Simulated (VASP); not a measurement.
# AgI (P6_3mc) in VASP: notebook

Runs on AgI. Level: LDA. Tasks: single point.

Program: VASP 6.6.1. These are calculated values, not measurements. Logs are shortened: lines on timing, memory, paths and dates and some standing lists are left out, and cuts for length are marked.

### Step 1. The cell of the first run

Symmetry: P6_3mc, No. 186, hexagonal system. The conventional cell has a = 4.507 Å, b = 4.507 Å, c = 7.319 Å, α = 90.00°, β = 90.00°, γ = 120.00°. Within 3.6 Å of Ag (site symmetry 3m) lie 4 I at 2.74 to 2.76 Å. Within 3.6 Å of I (site symmetry 3m) lie 4 Ag at 2.74 to 2.76 Å.

### Step 2. Single point, LDA (in-plane strain +0.005)

INCAR reads:

```
PREC = Accurate ; ENCUT = 500
EDIFF = 1E-6 ; ISMEAR = 0
SIGMA = 0.01 ; LREAL = F
LASPH = T ; NELM = 120
ALGO = Normal ; ISIF = 2
LWAVE = F ; LCHARG = F
GGA = CA ; NBANDS = 26
GGA_COMPAT = F
```

KPOINTS reads:

```
regular mesh
0
Gamma
  6 6 4
```

POSCAR reads:

```
AgI
1.0
    4.5074146399      0.0000000000      0.0000000000
   -2.2537073199      3.9035355835      0.0000000000
    0.0000000000      0.0000000000      7.3185527898
Ag I
2 2
Direct
    0.6666666667      0.3333333333      0.6277265145
    0.3333333333      0.6666666667      0.1277265145
    0.6666666667      0.3333333333      0.0022734855
    0.3333333333      0.6666666667      0.5022734855
```

Potentials or basis: VASP PAW LDA potentials, release 64 (Ag, I).

Run with:

```sh
$ cat potpaw_LDA.64/Ag/POTCAR potpaw_LDA.64/I/POTCAR > POTCAR
$ mpirun -np 1 vasp_std > vasp.out
```

OUTCAR:

```text
PREC = Accurate
   ENCUT = 500
   EDIFF = 1E-6
   ISMEAR = 0
   LREAL = F
   LASPH = T
   NELM = 120
   ISIF = 2
   GGA = CA

 ion  position               nearest neighbor table
   1  0.667  0.333  0.628-   3 2.74   4 2.76   4 2.76   4 2.76
   2  0.333  0.667  0.128-   4 2.74   3 2.76   3 2.76   3 2.76
   3  0.667  0.333  0.002-   1 2.74   2 2.76   2 2.76   2 2.76
   4  0.333  0.667  0.502-   2 2.74   1 2.76   1 2.76   1 2.76

  LATTYP: Found a hexagonal cell.
 ALAT       =     4.5074146399
 C/A-ratio  =     1.6236697474

  Lattice vectors:

 A1 = (   4.5074146399,   0.0000000000,   0.0000000000)
 A2 = (  -2.2537073199,   3.9035355835,   0.0000000000)
 A3 = (   0.0000000000,   0.0000000000,   7.3185527898)

Analysis of symmetry for initial positions (statically):
=====================================================================
 Subroutine PRICEL returns:
 Original cell was already a primitive cell.

 Routine SETGRP: Setting up the symmetry group for a
 hexagonal supercell.

 Subroutine GETGRP returns: Found 12 space group operations
 (whereof  6 operations were pure point group operations)
 out of a pool of 24 trial point group operations.

The static configuration has the point symmetry C_3v.
 The point group associated with its full space group is C_6v.

Analysis of symmetry for dynamics (positions and initial velocities):
=====================================================================
 Subroutine PRICEL returns:
 Original cell was already a primitive cell.

 Routine SETGRP: Setting up the symmetry group for a
 hexagonal supercell.

 Subroutine GETGRP returns: Found 12 space group operations
 (whereof  6 operations were pure point group operations)
 out of a pool of 24 trial point group operations.

The dynamic configuration has the point symmetry C_3v.
 The point group associated with its full space group is C_6v.

 Subroutine INISYM returns: Found 12 space group operations
 (whereof  6 operations are pure point group operations),
 and found     1 'primitive' translations

----------------------------------------------------------------------------------------

                                     Primitive cell

  volume of cell :     128.7689

  direct lattice vectors                    reciprocal lattice vectors
     4.507414640  0.000000000  0.000000000     0.221856669  0.128089008  0.000000000
    -2.253707320  3.903535584  0.000000000     0.000000000  0.256178016  0.000000000
     0.000000000  0.000000000  7.318552790     0.000000000  0.000000000  0.136639036

  length of vectors
     4.507414640  4.507414640  7.318552790     0.256178016  0.256178016  0.136639036

  position of ions in fractional coordinates (direct lattice)
     0.666666667  0.333333333  0.627726514
     0.333333333  0.666666667  0.127726514
     0.666666667  0.333333333  0.002273485
     0.333333333  0.666666667  0.502273485

  ion indices of the primitive-cell ions
   primitive index   ion index
                 1           1
                 2           2
                 3           3
                 4           4

----------------------------------------------------------------------------------------

 KPOINTS: regular mesh

Automatic generation of k-mesh.
 Grid dimensions read from file:
 generate k-points for:    6    6    4

 Generating k-lattice:

  Cartesian coordinates                     Fractional coordinates (reciprocal lattice)
     0.036976112  0.021348168  0.000000000     0.166666667  0.000000000  0.000000000
     0.000000000  0.042696336  0.000000000     0.000000000  0.166666667  0.000000000
     0.000000000  0.000000000  0.034159759     0.000000000  0.000000000  0.250000000

  Length of vectors
     0.042696336  0.042696336  0.034159759

  Shift w.r.t. Gamma in fractional coordinates (k-lattice)
     0.000000000  0.000000000  0.000000000

 Subroutine IBZKPT returns following result:
 ===========================================

 Found     21 irreducible k-points:

 Following reciprocal coordinates:
            Coordinates               Weight
  0.000000  0.000000  0.000000      1.000000
  0.166667  0.000000  0.000000      6.000000
  0.333333  0.000000  0.000000      6.000000
  0.500000  0.000000  0.000000      3.000000
  0.166667  0.166667  0.000000      6.000000
  0.333333  0.166667  0.000000     12.000000
[... 13 lines left out ...]
  0.333333  0.166667  0.500000     12.000000
  0.333333  0.333333  0.500000      2.000000
   k-points           NKPTS =     21   k-points in BZ     NKDIM =     21   number of bands    NBANDS=     26
   number of dos      NEDOS =    301   number of ions     NIONS =      4
   total plane-waves  NPLWV =  69984
   dimension x,y,z NGX =    36 NGY =   36 NGZ =   54
   dimension x,y,z NGXF=    72 NGYF=   72 NGZF=  108
   ions per type =               2   2
   NGX,Y,Z   is equivalent  to a cutoff of  13.28, 13.28, 12.27 a.u.
   NGXF,Y,Z  is equivalent  to a cutoff of  26.56, 26.56, 24.53 a.u.
 SYSTEM =  unknown system
   PREC   = accura    normal or accurate (medium, high low for compatibility)
   ISTART =      0    job   : 0-new  1-cont  2-samecut
   ICHARG =      2    charge: 1-file 2-atom 10-const
   ISPIN  =      1    spin polarized calculation?
   LNONCOLLINEAR =      F non collinear calculations
   LSORBIT =      F    spin-orbit coupling
   LASPH  =      T    aspherical Exc in radial PAW
   ENCUT  =  500.0 eV  36.75 Ry    6.06 a.u.   8.22  8.22 13.34*2*pi/ulx,y,z
   NELM   =    120;   NELMIN=  2; NELMDL= -5     # of ELM steps
   EDIFF  = 0.1E-05   stopping-criterion for ELM
   LREAL  =      F    real-space projection
[... 7 lines left out ...]
   TEBEG  =    0.0;   TEEND  =   0.0 temperature during run
   PSTRESS=    0.0 pullay stress
   NELECT =      36.0000    total number of electrons
   NUPDOWN=      -1.0000    fix difference up-down
   EMIN   =  10.00;   EMAX   =-10.00  energy-range for DOS
   EFERMI =   0.00;   METHOD = LEGACY
   ISMEAR =     0;   SIGMA  =   0.01  broadening in eV -4-tet -1-fermi 0-gaus
   EFERMI_NEDOS =   21; number of points for ismear=-14 and -15
   IALGO  =     38    algorithm
   IMIX   =      4    mixing-type and parameters
     AMIX     =   0.40;   BMIX     =  1.00
     AMIX_MAG =   1.60;   BMIX_MAG =  1.00
  volume/ion in A,a.u.               =      32.19       217.24
  Fermi-wavevector in a.u.,A,eV,Ry     =   1.070464  2.022884 15.590822  1.145893
  Thomas-Fermi vector in A             =   2.206175
   LORBIT       =      0    0 simple, 1 ext, 2 COOP (PROOUT), +10 PAW based schemes
   GGA     = CA    functional components
   LHFCALC =     F    Hartree Fock is set to
   AEXX    =    0.0000 exact exchange contribution
   IVDW    =     0    specifies the selected vdW correction
   LEPSILON=     F    determine dielectric tensor
   LRPA    =     F    only Hartree local field effects (RPA)
 non-spin polarized calculation
 Gauss-broadening in eV      SIGMA  =   0.01
  energy-cutoff  :      500.00
  volume of cell :      128.77
 maximum number of plane-waves:      3297
 NGX is ok and might be reduce to    36
   NGX = 17   NGY = 17   NGZ = 27

 number of electron      35.9999992 magnetization

 Free energy of the ion-electron system (eV)
  ---------------------------------------------------
  ext. energy  EPLUGINS =         0.00000000
  ---------------------------------------------------
  free energy    TOTEN  =       -12.24343167 eV

  energy without entropy =      -12.24343167  energy(sigma->0) =      -12.24343167

 E-fermi :   3.7184     XC(G=0):  -9.1258

 val. band max:        3.6261392379   @ k =   0.0000   0.0000   0.0000
 cond. band min:       4.7619492643   @ k =   0.0000   0.0000   0.0000
 fundamental gap:      1.1358100263
 Fermi energy:         3.7184385800

 k-point     1 :       0.0000    0.0000    0.0000
  band No.  band energies     occupation
      1      -9.5872      2.00000
      2      -9.2282      2.00000
      3      -1.0083      2.00000
      4      -0.9936      2.00000
      5      -0.9880      2.00000
      6      -0.9880      2.00000
[... 18 lines left out ...]
     25      10.1272      0.00000
     26      10.9381      0.00000

 k-point     2 :       0.1667    0.0000    0.0000
  band No.  band energies     occupation
      1      -9.5132      2.00000
      2      -9.1930      2.00000
      3      -1.0620      2.00000
      4      -0.9626      2.00000
      5      -0.9408      2.00000
      6      -0.8740      2.00000
[... 18 lines left out ...]
     25      10.4340      0.00000
     26      10.7052      0.00000

 k-point     3 :       0.3333    0.0000    0.0000
  band No.  band energies     occupation
      1      -9.3464      2.00000
      2      -9.1334      2.00000
      3      -1.1552      2.00000
      4      -0.9729      2.00000
      5      -0.8551      2.00000
      6      -0.7464      2.00000
[... 18 lines left out ...]
     25      10.9016      0.00000
     26      11.4228      0.00000

 k-point     4 :       0.5000    0.0000    0.0000
  band No.  band energies     occupation
      1      -9.2411      2.00000
      2      -9.1213      2.00000
      3      -1.1382      2.00000
      4      -1.0398      2.00000
      5      -0.8190      2.00000
      6      -0.6469      2.00000
[... 18 lines left out ...]
     25      11.1086      0.00000
     26      12.7283      0.00000
[... 409 lines left out ...]
      1      -9.2692      2.00000
      2      -9.2692      2.00000
      3      -1.1929      2.00000
      4      -1.1929      2.00000
      5      -0.8391      2.00000
      6      -0.8391      2.00000
[... 18 lines left out ...]
     25      10.5498      0.00000
     26      10.5498      0.00000

 k-point    20 :       0.3333    0.1667    0.5000
  band No.  band energies     occupation
      1      -9.1791      2.00000
      2      -9.1791      2.00000
      3      -1.1850      2.00000
      4      -1.1850      2.00000
      5      -0.7654      2.00000
      6      -0.7654      2.00000
[... 18 lines left out ...]
     25      11.0008      0.00000
     26      11.0008      0.00000

 k-point    21 :       0.3333    0.3333    0.5000
  band No.  band energies     occupation
      1      -9.1489      2.00000
      2      -9.1489      2.00000
      3      -1.0630      2.00000
      4      -1.0630      2.00000
      5      -0.8305      2.00000
      6      -0.8305      2.00000
[... 18 lines left out ...]
     25      11.6454      0.00000
     26      11.6454      0.00000

------------------------ aborting loop because EDIFF is reached ----------------------------------------

  FORCE on cell =-STRESS in cart. coord.  units (eV):
  Direction    XX          YY          ZZ          XY          YZ          ZX
  --------------------------------------------------------------------------------------
  -------------------------------------------------------------------------------------
  Total       -0.3440283     -0.3440283      0.0762742     -0.0000000      0.0000000      0.0000000
  in kB       -4.2804942     -4.2804942      0.9490242     -0.0000000      0.0000000      0.0000000
  external PRESSURE =      -2.5373214 kB  Pullay stress =       0.0000000 kB

 VOLUME and BASIS-vectors are now :
 -----------------------------------------------------------------------------
  energy-cutoff  :      500.00
  volume of cell :      128.77
      direct lattice vectors                 reciprocal lattice vectors
     4.507414640  0.000000000  0.000000000     0.221856669  0.128089008  0.000000000
    -2.253707320  3.903535584  0.000000000     0.000000000  0.256178016  0.000000000
     0.000000000  0.000000000  7.318552790     0.000000000  0.000000000  0.136639036

 POSITION                                       TOTAL-FORCE (eV/Angst)
 -----------------------------------------------------------------------------------
      2.25371      1.30118      4.59405        -0.000000     -0.000000     -0.047756
     -0.00000      2.60236      0.93477         0.000000      0.000000     -0.047756
      2.25371      1.30118      0.01664        -0.000000      0.000000      0.047756
     -0.00000      2.60236      3.67592         0.000000      0.000000      0.047756
 -----------------------------------------------------------------------------------
    total drift:                               -0.000000     -0.000000      0.000069

  FREE ENERGIE OF THE ION-ELECTRON SYSTEM (eV)
  ---------------------------------------------------
  free  energy   TOTEN  =       -12.2434316663 eV

  energy  without entropy=      -12.2434316663  energy(sigma->0) =      -12.24343167
```

Run time: 96 s. Hardware: 1 thread of Intel Xeon 8259CL, shared host; peak memory 0.24 GiB.

What came out:

- Free energy: -12.2434 eV
- Pressure: -0.3 GPa
- Largest force: 0.048 eV/Å
- Band gap on the k mesh: 1.14 eV

Forces in eV/Å, atoms in the order of the input:
```
Ag   0.000  0.000 -0.048
Ag   0.000  0.000 -0.048
I    0.000  0.000  0.048
I    0.000  0.000  0.048
```

Stress tensor (GPa, compression positive):
```
-0.43  0.00  0.00
 0.00 -0.43  0.00
 0.00  0.00  0.09
```

Caveat: the cell differs from its parent crystal (in-plane strain +0.005); spin-orbit coupling is left out, which moves the levels of the heavy elements.

(Continued in part 2 of 2.)
